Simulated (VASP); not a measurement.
# Pb (I4/mmm) in VASP: a series of runs, part 2 of 2

VASP 6.6.1.

**3. Single point, PBE (strain +0.040 along x and y, -0.080 along z)**

File INCAR:

```
  PREC = Accurate
  ENCUT = 520
  EDIFF = 1E-7
  ISMEAR = 0
  SIGMA = 0.15
  LREAL = F
  LASPH = T
  NELM = 60
  ALGO = Fast
  ISIF = 2
  LWAVE = F
  LCHARG = F
  GGA = PE
  NBANDS = 13
```

File KPOINTS:

```
regular mesh
0
Gamma
  16 16 16
```

File POSCAR:

```
Pb
1.0
    0.0000000000      2.5685920000      2.2722160000
    2.5685920000      0.0000000000      2.2722160000
    2.5685920000      2.5685920000      0.0000000000
Pb
1
Direct
    0.0000000000      0.0000000000      0.0000000000
```

Potentials or basis: VASP PAW PBE potentials, release 64 (Pb_d).

Command:

```
$ cat potpaw_PBE.64/Pb_d/POTCAR > POTCAR
$ mpirun -np 1 vasp_std > vasp.out
```

OUTCAR:

```text
PREC = Accurate
   ENCUT = 520
   EDIFF = 1E-7
   ISMEAR = 0
   LREAL = F
   LASPH = T
   NELM = 60
   ISIF = 2
   GGA = PE

 ion  position               nearest neighbor table
   1  0.000  0.000  0.000-

  LATTYP: Found a body centered tetragonal cell.
 ALAT       =     3.6325376426
 C/A-ratio  =     1.2510350744

  Lattice vectors:

 A1 = (   0.0000000000,  -2.5685920000,  -2.2722160000)
 A2 = (   0.0000000000,   2.5685920000,  -2.2722160000)
 A3 = (   2.5685920000,   0.0000000000,   2.2722160000)

Analysis of symmetry for initial positions (statically):
=====================================================================
 Subroutine PRICEL returns:
 Original cell was already a primitive cell.

 Routine SETGRP: Setting up the symmetry group for a
 body centered tetragonal supercell.

 Subroutine GETGRP returns: Found 16 space group operations
 (whereof 16 operations were pure point group operations)
 out of a pool of 16 trial point group operations.

The static configuration has the point symmetry D_4h.

Analysis of symmetry for dynamics (positions and initial velocities):
=====================================================================
 Subroutine PRICEL returns:
 Original cell was already a primitive cell.

 Routine SETGRP: Setting up the symmetry group for a
 body centered tetragonal supercell.

 Subroutine GETGRP returns: Found 16 space group operations
 (whereof 16 operations were pure point group operations)
 out of a pool of 16 trial point group operations.

The dynamic configuration has the point symmetry D_4h.

 Subroutine INISYM returns: Found 16 space group operations
 (whereof 16 operations are pure point group operations),
 and found     1 'primitive' translations

----------------------------------------------------------------------------------------

                                     Primitive cell

  volume of cell :      29.9826

  direct lattice vectors                    reciprocal lattice vectors
     0.000000000  2.568592000  2.272216000    -0.194659175  0.194659175  0.220049502
     2.568592000  0.000000000  2.272216000     0.194659175 -0.194659175  0.220049502
     2.568592000  2.568592000  0.000000000     0.194659175  0.194659175 -0.220049502

  length of vectors
     3.429377555  3.429377555  3.632537643     0.352428961  0.352428961  0.352428961

  position of ions in fractional coordinates (direct lattice)
     0.000000000  0.000000000  0.000000000

  ion indices of the primitive-cell ions
   primitive index   ion index
                 1           1

----------------------------------------------------------------------------------------

 KPOINTS: regular mesh

Automatic generation of k-mesh.
 Grid dimensions read from file:
 generate k-points for:   16   16   16

 Generating k-lattice:

  Cartesian coordinates                     Fractional coordinates (reciprocal lattice)
    -0.012166198  0.012166198  0.013753094     0.062500000  0.000000000  0.000000000
     0.012166198 -0.012166198  0.013753094     0.000000000  0.062500000  0.000000000
     0.012166198  0.012166198 -0.013753094     0.000000000  0.000000000  0.062500000

  Length of vectors
     0.022026810  0.022026810  0.022026810

  Shift w.r.t. Gamma in fractional coordinates (k-lattice)
     0.000000000  0.000000000  0.000000000

 Subroutine IBZKPT returns following result:
 ===========================================

 Found    349 irreducible k-points:

 Following reciprocal coordinates:
            Coordinates               Weight
  0.000000  0.000000  0.000000      1.000000
  0.062500  0.000000  0.000000      8.000000
  0.125000  0.000000  0.000000      8.000000
  0.187500  0.000000  0.000000      8.000000
  0.250000  0.000000  0.000000      8.000000
  0.312500  0.000000  0.000000      8.000000
[... 16 lines left out ...]
 -0.125000  0.062500  0.000000      8.000000
 -0.062500  0.062500  0.000000      4.000000
 [... further k-points ...]
   k-points           NKPTS =    349   k-points in BZ     NKDIM =    349   number of bands    NBANDS=     13
   number of dos      NEDOS =    301   number of ions     NIONS =      1
   total plane-waves  NPLWV =  21952
   dimension x,y,z NGX =    28 NGY =   28 NGZ =   28
   dimension x,y,z NGXF=    56 NGYF=   56 NGZF=   56
   ions per type =               1
   NGX,Y,Z   is equivalent  to a cutoff of  13.57, 13.57, 12.81 a.u.
   NGXF,Y,Z  is equivalent  to a cutoff of  27.15, 27.15, 25.63 a.u.
 SYSTEM =  unknown system
   PREC   = accura    normal or accurate (medium, high low for compatibility)
   ISTART =      0    job   : 0-new  1-cont  2-samecut
   ICHARG =      2    charge: 1-file 2-atom 10-const
   ISPIN  =      1    spin polarized calculation?
   LNONCOLLINEAR =      F non collinear calculations
   LSORBIT =      F    spin-orbit coupling
   LASPH  =      T    aspherical Exc in radial PAW
   ENCUT  =  520.0 eV  38.22 Ry    6.18 a.u.   6.38  6.38  6.75*2*pi/ulx,y,z
   NELM   =     60;   NELMIN=  2; NELMDL= -5     # of ELM steps
   EDIFF  = 0.1E-06   stopping-criterion for ELM
   LREAL  =      F    real-space projection
   EDIFFG = 0.1E-05   stopping-criterion for IOM
   NSW    =      0    number of steps for IOM
   IBRION =     -1    ionic relax: 0-MD 1-quasi-New 2-CG
   NFREE  =      0    steps in history (QN), initial steepest desc. (CG)
   ISIF   =      2    stress and relaxation
   ISYM   =      2    0-nonsym 1-usesym 2-fastsym
   POTIM  = 0.5000    time-step for ionic-motion
   TEBEG  =    0.0;   TEEND  =   0.0 temperature during run
   PSTRESS=    0.0 pullay stress
   NELECT =      14.0000    total number of electrons
   NUPDOWN=      -1.0000    fix difference up-down
   EMIN   =  10.00;   EMAX   =-10.00  energy-range for DOS
   EFERMI =   0.00;   METHOD = LEGACY
   ISMEAR =     0;   SIGMA  =   0.15  broadening in eV -4-tet -1-fermi 0-gaus
   EFERMI_NEDOS =   21; number of points for ismear=-14 and -15
   IALGO  =     68    algorithm
   IMIX   =      4    mixing-type and parameters
     AMIX     =   0.40;   BMIX     =  1.00
     AMIX_MAG =   1.60;   BMIX_MAG =  1.00
  volume/ion in A,a.u.               =      29.98       202.33
  Fermi-wavevector in a.u.,A,eV,Ry     =   1.270070  2.400084 21.947246  1.613077
  Thomas-Fermi vector in A             =   2.403077
   LORBIT       =      0    0 simple, 1 ext, 2 COOP (PROOUT), +10 PAW based schemes
   GGA     = PE    functional components
   LHFCALC =     F    Hartree Fock is set to
   AEXX    =    0.0000 exact exchange contribution
   IVDW    =     0    specifies the selected vdW correction
   LEPSILON=     F    determine dielectric tensor
   LRPA    =     F    only Hartree local field effects (RPA)
 non-spin polarized calculation
 RMM-DIIS sequential band-by-band and
 Gauss-broadening in eV      SIGMA  =   0.15
  energy-cutoff  :      520.00
  volume of cell :       29.98
 maximum number of plane-waves:       831
 NGX is ok and might be reduce to    28
   NGX = 13   NGY = 13   NGZ = 13

 number of electron      13.9999999 magnetization

 Free energy of the ion-electron system (eV)
  ---------------------------------------------------
  ext. energy  EPLUGINS =         0.00000000
  ---------------------------------------------------
  free energy    TOTEN  =        -3.53742823 eV

  energy without entropy =       -3.53044506  energy(sigma->0) =       -3.53393664

 E-fermi :   7.4488     XC(G=0): -10.2395

 val. band max:        7.4482291990   @ k =  -0.4375  -0.0000   0.2500
 cond. band min:       7.4571950229   @ k =  -0.3750   0.1250   0.3125
 fundamental gap:      0.0089658239
 Fermi energy:         7.4488276763

 k-point     1 :       0.0000    0.0000    0.0000
  band No.  band energies     occupation
      1      -9.7185      2.00000
      2      -9.7185      2.00000
      3      -9.6042      2.00000
      4      -9.5862      2.00000
      5      -9.4760      2.00000
      6      -4.4256      2.00000
      7      14.7876      0.00000
      8      15.0444      0.00000
      9      15.0444      0.00000
     10      17.3406      0.00000
     11      18.9793      0.00000
     12      20.0589      0.00000
     13      20.0603      0.00000
[... 353 lines left out ...]
 k-point    24 :      -0.0625    0.0625    0.0000
  band No.  band energies     occupation
      1      -9.7150      2.00000
      2      -9.7040      2.00000
      3      -9.6050      2.00000
      4      -9.5760      2.00000
      5      -9.4776      2.00000
      6      -4.2385      2.00000
      7      13.4344      0.00000
      8      13.9553      0.00000
      9      14.9845      0.00000
     10      17.1494      0.00000
     11      19.2931      0.00000
     12      19.6376      0.00000
     13      19.7350      0.00000

 [... further k-points ...]

------------------------ aborting loop because EDIFF is reached ----------------------------------------

  FORCE on cell =-STRESS in cart. coord.  units (eV):
  Direction    XX          YY          ZZ          XY          YZ          ZX
  --------------------------------------------------------------------------------------
  -------------------------------------------------------------------------------------
  Total        0.4905224      0.4905224      0.6656817      0.0000000     -0.0000000     -0.0000000
  in kB       26.2119626     26.2119626     35.5719222      0.0000000     -0.0000000     -0.0000000
  external PRESSURE =      29.3319491 kB  Pullay stress =       0.0000000 kB

 VOLUME and BASIS-vectors are now :
 -----------------------------------------------------------------------------
  energy-cutoff  :      520.00
  volume of cell :       29.98
      direct lattice vectors                 reciprocal lattice vectors
     0.000000000  2.568592000  2.272216000    -0.194659175  0.194659175  0.220049502
     2.568592000  0.000000000  2.272216000     0.194659175 -0.194659175  0.220049502
     2.568592000  2.568592000  0.000000000     0.194659175  0.194659175 -0.220049502

 POSITION                                       TOTAL-FORCE (eV/Angst)
 -----------------------------------------------------------------------------------
      0.00000      0.00000      0.00000         0.000000      0.000000      0.000000
 -----------------------------------------------------------------------------------
    total drift:                               -0.000000     -0.000000      0.000000

  FREE ENERGIE OF THE ION-ELECTRON SYSTEM (eV)
  ---------------------------------------------------
  free  energy   TOTEN  =        -3.5374282263 eV

  energy  without entropy=       -3.5304450566  energy(sigma->0) =       -3.53393664
```

stdout:

```text
POSCAR found type information on POSCAR Pb
 POSCAR found :  1 types and       1 ions
 scaLAPACK will be used
 LDA part: xc-table for (Slater+PW92), standard interpolation
 POSCAR, INCAR and KPOINTS ok, starting setup
 FFT: planning ... GRIDC
 FFT: planning ... GRID_SOFT
 FFT: planning ... GRID
 WAVECAR not read
 entering main loop
WARNING in EDDRMM: call to ZHEGV failed, returncode =   8  4     11
WARNING in EDDRMM: call to ZHEGV failed, returncode =   8  4     12
WARNING in EDDRMM: call to ZHEGV failed, returncode =   6  3     12
WARNING in EDDRMM: call to ZHEGV failed, returncode =   8  4     11
WARNING in EDDRMM: call to ZHEGV failed, returncode =   8  4     12
WARNING in EDDRMM: call to ZHEGV failed, returncode =   8  4     12
WARNING in EDDRMM: call to ZHEGV failed, returncode =   6  3     12
WARNING in EDDRMM: call to ZHEGV failed, returncode =   8  4     11
WARNING in EDDRMM: call to ZHEGV failed, returncode =   6  3     12
WARNING in EDDRMM: call to ZHEGV failed, returncode =   6  3     12
WARNING in EDDRMM: call to ZHEGV failed, returncode =   8  4     12
WARNING in EDDRMM: call to ZHEGV failed, returncode =   6  3     13
WARNING in EDDRMM: call to ZHEGV failed, returncode =   6  3     12
WARNING in EDDRMM: call to ZHEGV failed, returncode =   6  3     12
WARNING in EDDRMM: call to ZHEGV failed, returncode =   6  3     13
```

Wall time 4.6 min (1 thread of Intel Xeon 8259CL, shared host); peak memory 0.26 GiB.

Results:

| Property | Result |
| --- | --- |
| Free energy | -3.5374 eV |
| Pressure | 2.9 GPa |
| Band gap on the k mesh | zero (bands 7 and 8 overlap by 9.26 eV) |

Levels at points of the mesh, in eV from the Fermi level:
```csv
k point,band 3,band 4,band 5,band 6,band 7,band 8,band 9,band 10,band 11,band 12
"(0.00, 0.00, 0.00)",-17.05,-17.04,-16.92,-11.87,7.34,7.60,7.60,9.89,11.53,12.61
"(0.50, 0.00, 0.00)",-17.05,-16.88,-16.81,-8.15,-4.28,4.67,6.08,8.92,9.97,10.32
"(0.50, 0.50, 0.00)",-16.85,-16.80,-16.80,-5.89,-2.56,1.07,1.07,4.61,5.81,17.26
"(0.50, 0.00, 0.50)",-16.86,-16.86,-16.77,-7.18,-3.68,2.26,2.99,5.94,7.21,17.43
```

Caveat: the cell differs from its parent crystal (strain +0.040 along x and y, -0.080 along z); spin-orbit coupling is left out, which moves the levels of the heavy elements.
